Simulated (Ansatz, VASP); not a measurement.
One calculation of SiGe3, two programs

Contents of POSCAR:

```
SiGe3
1.0
    2.0227993374      1.1678637420      6.5940324842
   -2.0227993374      1.1678637420      6.5940324842
    0.0000000000     -2.3357274839      6.5940324842
Si Ge
1 3
Direct
    1.0000856422      0.0000856422      0.0000856422
    0.5000462098      0.5000462098      0.5000462098
    0.3734068851      0.3734068851      0.3734068851
    0.8764612630      0.8764612630      0.8764612630
```

File INCAR.step1:

```
ALGO     = Normal         # electronic algorithm
EDIFF    = 1E-4           # SCF threshold, eV
ENCUT    = 520            # plane-wave cutoff, eV
GGA      = PE             # functional
ISMEAR   = 0              # smearing method
LASPH    = True           # aspherical terms in the spheres
LCHARG   = False          # write CHGCAR
LREAL    = False          # projectors in reciprocal space
LWAVE    = True           # write WAVECAR
NBANDS   = 31             # bands
NELM     = 60             # most SCF steps
PREC     = Accurate       # precision mode
SIGMA    = 0.01           # smearing width, eV
```

INCAR.step2

```
ALGO     = Normal         # electronic algorithm
EDIFF    = 1E-6           # SCF threshold, eV
ENCUT    = 520            # plane-wave cutoff, eV
ISIF     = 2              # what is computed and relaxed
ISMEAR   = 0              # smearing method
ISTART   = 1            
LASPH    = True           # aspherical terms in the spheres
LCHARG   = False          # write CHGCAR
LMIXTAU  = True         
LREAL    = False          # projectors in reciprocal space
LWAVE    = False          # write WAVECAR
METAGGA  = R2SCAN         # meta-GGA
NBANDS   = 31             # bands
NELM     = 60             # most SCF steps
PREC     = Accurate       # precision mode
SIGMA    = 0.01           # smearing width, eV
```

KPOINTS

```
k-points
0
Gamma
  6 6 6
```

Input for Ansatz:

```yaml
crystal:
  lattice:
    - [2.0227993374, 1.167863742, 6.5940324842]
    - [-2.0227993374, 1.167863742, 6.5940324842]
    - [0.0, -2.3357274839, 6.5940324842]
  atoms:
    - { symbol: Si, position: [1.0000856422, 8.56422e-05, 8.56422e-05] }
    - { symbol: Ge, position: [0.5000462098, 0.5000462098, 0.5000462098] }
    - { symbol: Ge, position: [0.3734068851, 0.3734068851, 0.3734068851] }
    - { symbol: Ge, position: [0.876461263, 0.876461263, 0.876461263] }
kpoints:
  mp_grid: { grid: [6, 6, 6] }
hamiltonian:
  xc: r2scan
scf:
  occupations: { method: fixed }
  n_extra_bands: 5
output:
  forces: true
  stress: true
  eigenvalues: true
```

Alike in both runs: task single point; functional r2SCAN; k mesh 6 × 6 × 6; no spin polarisation.

|  | VASP | Ansatz |
| --- | --- | --- |
| version | VASP 6.6.1 | Ansatz 0.2.0 |
| potentials or method | VASP PAW PBE potentials, release 64 (Si, Ge_d) | plane waves, PAW |
| plane-wave cutoff (eV) | 520 | 500 |
| occupations | gaussian, width 0.01 eV | fixed |
| valence electrons in the cell | 46 | 46 |

Ansatz gave:

```
gap on the k mesh at the Fermi level (eV) : 0.40
pressure (GPa)                            : -4.0
rms of the force components (eV/Å)        : 0.011
```

Question: Which values does VASP return?

Answer: gap on the k mesh at the Fermi level (eV): 0.38; pressure (GPa): -4.0; rms of the force components (eV/Å): 0.012.

VASP's potentials were made for PBE, not for r2SCAN. Atom by atom the forces differ by 0.004 eV/Å (rms over components).
